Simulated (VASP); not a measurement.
# GaBiO4 (P4/mmm) in VASP: further runs, part 2 of 2

VASP 6.6.1. The steps go on from the part before.

## (4) Relaxation of cell and atoms, PBE

This run uses another cell than the first one, of 11.41 Å³/atom.

File INCAR:

```
SYSTEM = GaBiO4
PREC = Accurate
ENCUT = 600
EDIFF = 1E-6
ISMEAR = 0
SIGMA = 0.1
LREAL = .False.
LASPH = .True.
NELM = 80
ALGO = Normal
ISIF = 3
LWAVE = .False.
LCHARG = .False.
GGA = PE
IBRION = 2
NSW = 100
EDIFFG = -0.01
```

File KPOINTS:

```
Automatic mesh
0
Gamma
  10 10 8
  0 0 0
```

File POSCAR:

```
GaBiO4
1.0
    3.6494806291      0.0000000000      0.0000000000
    0.0000000000      3.6494806291      0.0000000000
    0.0000000000      0.0000000000      5.1408460876
Ga Bi O
1 1 4
Direct
    0.0000000000      0.0000000000      0.0000000000
    0.5000000000      0.5000000000      0.5000000000
    0.5000000000      0.0000000000      0.7583150574
    0.0000000000      0.5000000000      0.2416849426
    0.5000000000      0.0000000000      0.2416849426
    0.0000000000      0.5000000000      0.7583150574
```

Potentials or basis: VASP PAW PBE potentials, release 64 (Ga_d, Bi_d, O).

Command:

```bash
> cat potpaw_PBE.64/Ga_d/POTCAR potpaw_PBE.64/Bi_d/POTCAR potpaw_PBE.64/O/POTCAR > POTCAR
> mpirun -np 1 vasp_std > vasp.out
```

OUTCAR:

```text
SYSTEM = GaBiO4
   PREC = Accurate
   ENCUT = 600
   EDIFF = 1E-6
   ISMEAR = 0
   LREAL = .False.
   LASPH = .True.
   NELM = 80
   ISIF = 3
   GGA = PE
   IBRION = 2
   NSW = 100
   EDIFFG = -0.01

 ion  position               nearest neighbor table
   1  0.000  0.000  0.000-   3 2.21   4 2.21   5 2.21   6 2.21   4 2.21   6 2.21   3 2.21   5 2.21

   2  0.500  0.500  0.500-   3 2.26   4 2.26   5 2.26   6 2.26   3 2.26   5 2.26   4 2.26   6 2.26

   3  0.500  0.000  0.758-   1 2.21   1 2.21   2 2.26   2 2.26
   4  0.000  0.500  0.242-   1 2.21   1 2.21   2 2.26   2 2.26
   5  0.500  0.000  0.242-   1 2.21   1 2.21   2 2.26   2 2.26
   6  0.000  0.500  0.758-   1 2.21   1 2.21   2 2.26   2 2.26

  LATTYP: Found a simple tetragonal cell.
 ALAT       =     3.6494806291
 C/A-ratio  =     1.4086514247

  Lattice vectors:

 A1 = (   3.6494806291,   0.0000000000,   0.0000000000)
 A2 = (   0.0000000000,   3.6494806291,   0.0000000000)
 A3 = (   0.0000000000,   0.0000000000,   5.1408460876)

Analysis of symmetry for initial positions (statically):
=====================================================================
 Subroutine PRICEL returns:
 Original cell was already a primitive cell.

 Routine SETGRP: Setting up the symmetry group for a
 simple tetragonal supercell.

 Subroutine GETGRP returns: Found 16 space group operations
 (whereof 16 operations were pure point group operations)
 out of a pool of 16 trial point group operations.

The static configuration has the point symmetry D_4h.

Analysis of symmetry for dynamics (positions and initial velocities):
=====================================================================
 Subroutine PRICEL returns:
 Original cell was already a primitive cell.

 Routine SETGRP: Setting up the symmetry group for a
 simple tetragonal supercell.

 Subroutine GETGRP returns: Found 16 space group operations
 (whereof 16 operations were pure point group operations)
 out of a pool of 16 trial point group operations.

The dynamic configuration has the point symmetry D_4h.

 Subroutine INISYM returns: Found 16 space group operations
 (whereof 16 operations are pure point group operations),
 and found     1 'primitive' translations

----------------------------------------------------------------------------------------

                                     Primitive cell

  volume of cell :      68.4694

  direct lattice vectors                    reciprocal lattice vectors
     3.649480629  0.000000000  0.000000000     0.274011593  0.000000000  0.000000000
     0.000000000  3.649480629  0.000000000     0.000000000  0.274011593  0.000000000
     0.000000000  0.000000000  5.140846088     0.000000000  0.000000000  0.194520509

  length of vectors
     3.649480629  3.649480629  5.140846088     0.274011593  0.274011593  0.194520509

  position of ions in fractional coordinates (direct lattice)
     0.000000000  0.000000000  0.000000000
     0.500000000  0.500000000  0.500000000
     0.500000000  0.000000000  0.758315057
     0.000000000  0.500000000  0.241684943
     0.500000000  0.000000000  0.241684943
     0.000000000  0.500000000  0.758315057

[... 38 lines left out ...]
  0.100000  0.000000  0.000000      4.000000
  0.200000  0.000000  0.000000      4.000000
  0.300000  0.000000  0.000000      4.000000
  0.400000  0.000000  0.000000      4.000000
  0.500000  0.000000  0.000000      2.000000
[... 16 lines left out ...]
  0.100000  0.000000  0.125000      8.000000
  0.200000  0.000000  0.125000      8.000000
 [... further k-points ...]
   k-points           NKPTS =    105   k-points in BZ     NKDIM =    105   number of bands    NBANDS=     31
   number of dos      NEDOS =    301   number of ions     NIONS =      6
   total plane-waves  NPLWV =  37800
   dimension x,y,z NGX =    30 NGY =   30 NGZ =   42
   dimension x,y,z NGXF=    60 NGYF=   60 NGZF=   84
   ions per type =               1   1   4
   NGX,Y,Z   is equivalent  to a cutoff of  13.67, 13.67, 13.58 a.u.
   NGXF,Y,Z  is equivalent  to a cutoff of  27.33, 27.33, 27.16 a.u.
 SYSTEM =  GaBiO4
   PREC   = accura    normal or accurate (medium, high low for compatibility)
   ISTART =      0    job   : 0-new  1-cont  2-samecut
   ICHARG =      2    charge: 1-file 2-atom 10-const
   ISPIN  =      1    spin polarized calculation?
   LNONCOLLINEAR =      F non collinear calculations
   LSORBIT =      F    spin-orbit coupling
   LASPH  =      T    aspherical Exc in radial PAW
   ENCUT  =  600.0 eV  44.10 Ry    6.64 a.u.   7.29  7.29 10.27*2*pi/ulx,y,z
   NELM   =     80;   NELMIN=  2; NELMDL= -5     # of ELM steps
   EDIFF  = 0.1E-05   stopping-criterion for ELM
   LREAL  =      F    real-space projection
   EDIFFG = -.1E-01   stopping-criterion for IOM
   NSW    =    100    number of steps for IOM
   IBRION =      2    ionic relax: 0-MD 1-quasi-New 2-CG
   NFREE  =      1    steps in history (QN), initial steepest desc. (CG)
   ISIF   =      3    stress and relaxation
   ISYM   =      2    0-nonsym 1-usesym 2-fastsym
   POTIM  = 0.5000    time-step for ionic-motion
   TEBEG  =    0.0;   TEEND  =   0.0 temperature during run
   PSTRESS=    0.0 pullay stress
   NELECT =      52.0000    total number of electrons
   NUPDOWN=      -1.0000    fix difference up-down
   EMIN   =  10.00;   EMAX   =-10.00  energy-range for DOS
   EFERMI =   0.00;   METHOD = LEGACY
   ISMEAR =     0;   SIGMA  =   0.10  broadening in eV -4-tet -1-fermi 0-gaus
   EFERMI_NEDOS =   21; number of points for ismear=-14 and -15
   IALGO  =     38    algorithm
   IMIX   =      4    mixing-type and parameters
     AMIX     =   0.40;   BMIX     =  1.00
     AMIX_MAG =   1.60;   BMIX_MAG =  1.00
  volume/ion in A,a.u.               =      11.41        77.01
  Fermi-wavevector in a.u.,A,eV,Ry     =   1.493632  2.822556 30.353748  2.230938
  Thomas-Fermi vector in A             =   2.606008
   LORBIT       =      0    0 simple, 1 ext, 2 COOP (PROOUT), +10 PAW based schemes
   GGA     = PE    functional components
   LHFCALC =     F    Hartree Fock is set to
   AEXX    =    0.0000 exact exchange contribution
   IVDW    =     0    specifies the selected vdW correction
   LEPSILON=     F    determine dielectric tensor
   LRPA    =     F    only Hartree local field effects (RPA)
 conjugate gradient relaxation of ions
 non-spin polarized calculation
 Gauss-broadening in eV      SIGMA  =   0.10
  energy-cutoff  :      600.00
  volume of cell :       68.47
 maximum number of plane-waves:      2316
 NGX is ok and might be reduce to    30
   NGX = 15   NGY = 15   NGZ = 21

 number of electron      51.9999974 magnetization

 Free energy of the ion-electron system (eV)
  ---------------------------------------------------
  ext. energy  EPLUGINS =         0.00000000
  ---------------------------------------------------
  free energy    TOTEN  =       -32.06341945 eV

  energy without entropy =      -32.05848986  energy(sigma->0) =      -32.06095466

 E-fermi :   5.9466     XC(G=0): -11.5629

 val. band max:        5.9379372971   @ k =   0.4000   0.4000   0.0000
 cond. band min:       5.9657838828   @ k =   0.5000   0.4000   0.1250
 fundamental gap:      0.0278465856
 Fermi energy:         5.9466325621

 k-point     1 :       0.0000    0.0000    0.0000
  band No.  band energies     occupation
      1     -16.7170      2.00000
      2     -16.3921      2.00000
      3     -16.3921      2.00000
      4     -16.3849      2.00000
      5     -16.3320      2.00000
      6     -13.6005      2.00000
[... 805 lines left out ...]
     30      12.4123      0.00000
     31      12.7798      0.00000

 [... further k-points ...]

------------------------ aborting loop because EDIFF is reached ----------------------------------------

  FORCE on cell =-STRESS in cart. coord.  units (eV):
  Direction    XX          YY          ZZ          XY          YZ          ZX
  --------------------------------------------------------------------------------------
  -------------------------------------------------------------------------------------
  Total        0.0292279      0.0292279      0.0243688      0.0000000      0.0000000     -0.0000000
  in kB        0.6839298      0.6839298      0.5702270      0.0000000      0.0000000     -0.0000000
  external PRESSURE =       0.6460289 kB  Pullay stress =       0.0000000 kB

 VOLUME and BASIS-vectors are now :
 -----------------------------------------------------------------------------
  energy-cutoff  :      600.00
  volume of cell :       68.47
      direct lattice vectors                 reciprocal lattice vectors
     3.649480629  0.000000000  0.000000000     0.274011593  0.000000000  0.000000000
     0.000000000  3.649480629  0.000000000     0.000000000  0.274011593  0.000000000
     0.000000000  0.000000000  5.140846088     0.000000000  0.000000000  0.194520509

 POSITION                                       TOTAL-FORCE (eV/Angst)
 -----------------------------------------------------------------------------------
      0.00000      0.00000      0.00000        -0.000000     -0.000000      0.000000
      1.82474      1.82474      2.57042        -0.000000     -0.000000      0.000000
      1.82474      0.00000      3.89838         0.000000     -0.000000      0.009462
      0.00000      1.82474      1.24247        -0.000000      0.000000     -0.009462
      1.82474      0.00000      1.24247        -0.000000     -0.000000     -0.009462
      0.00000      1.82474      3.89838        -0.000000      0.000000      0.009462
 -----------------------------------------------------------------------------------
    total drift:                                0.000000     -0.000000      0.000000

  FREE ENERGIE OF THE ION-ELECTRON SYSTEM (eV)
  ---------------------------------------------------
  free  energy   TOTEN  =       -32.0634194528 eV

  energy  without entropy=      -32.0584898645  energy(sigma->0) =      -32.06095466

 reached required accuracy - stopping structural energy minimisation
```

It took 2.2 min on 1 thread of AMD EPYC 9R45 (Zen 5), shared host; peak memory 0.34 GiB.

Results:

| Quantity | Value |
| --- | --- |
| Free energy | -32.0634 eV |
| Pressure after relaxing | 0.1 GPa |
| Largest force after relaxing | 0.009 eV/Å |
| Band gap on the k mesh | zero (bands 26 and 27 overlap by 0.36 eV) |

Forces on the atoms (eV/Å):
```
Ga   0.000  0.000  0.000
Bi   0.000  0.000  0.000
O    0.000  0.000  0.009
O    0.000  0.000 -0.009
O    0.000  0.000 -0.009
O    0.000  0.000  0.009
```

Final structure:
```
CELL_PARAMETERS angstrom
3.64948 0.00000 0.00000
0.00000 3.64948 0.00000
0.00000 0.00000 5.14085
ATOMIC_POSITIONS crystal
Ga 0.00000 0.00000 0.00000
Bi 0.50000 0.50000 0.50000
O 0.50000 0.00000 0.75832
O 0.00000 0.50000 0.24168
O 0.50000 0.00000 0.24168
O 0.00000 0.50000 0.75832
```

Levels at points of the mesh, in eV from the Fermi level:
```tsv
k point	band 24	band 25	band 26	band 27	band 28	band 29
(0.00, 0.00, 0.00)	-1.36	-0.27	-0.27	-0.12	2.56	5.54
(0.50, 0.00, 0.00)	-1.65	-0.55	-0.34	1.38	4.38	6.47
(0.50, 0.50, 0.00)	-0.22	-0.17	0.13	0.26	3.63	6.17
(0.00, 0.00, 0.50)	-0.77	-0.73	-0.73	0.45	2.93	4.63
(0.50, 0.00, 0.50)	-2.10	-1.94	-1.92	2.01	4.78	6.97
(0.50, 0.50, 0.50)	-0.20	-0.05	-0.01	1.24	4.57	7.74
```

Caveat: the relaxation stopped at its first step, so nothing moved; spin-orbit coupling is left out, which moves the levels of the heavy elements.

## (5) Summary

```csv
task,cell,k mesh,cutoff (eV),gap on the mesh (eV),pressure (GPa),largest force (eV/Å)
single point,"a = 3.647, b = 3.647, c = 5.138 Å, 6 atoms, atomic positions A",10 × 10 × 8,520,none,0.6,-
relaxation of cell and atoms,"relaxed from a = 3.663, b = 3.663, c = 5.180 Å, 6 atoms, atomic positions B",6 × 6 × 4,600,none,0.0,0.01
relaxation of cell and atoms,"relaxed from a = 3.649, b = 3.649, c = 5.141 Å, 6 atoms, atomic positions A",10 × 10 × 8,600,none,0.1,0.01
```

Alike in all rows: level PBE; potentials or basis VASP PAW PBE potentials, release 64 (Ga_d, Bi_d, O); no spin polarisation; smearing gaussian 0.1 eV.

Caveats: spin-orbit coupling is left out, which moves the levels of the heavy elements; the relaxation stopped at its first step, so nothing moved (at least some runs).

Absolute energies hang on the potentials; compare differences alone.

The gap in the log of VASP goes by the Fermi energy; the results here count the filled bands.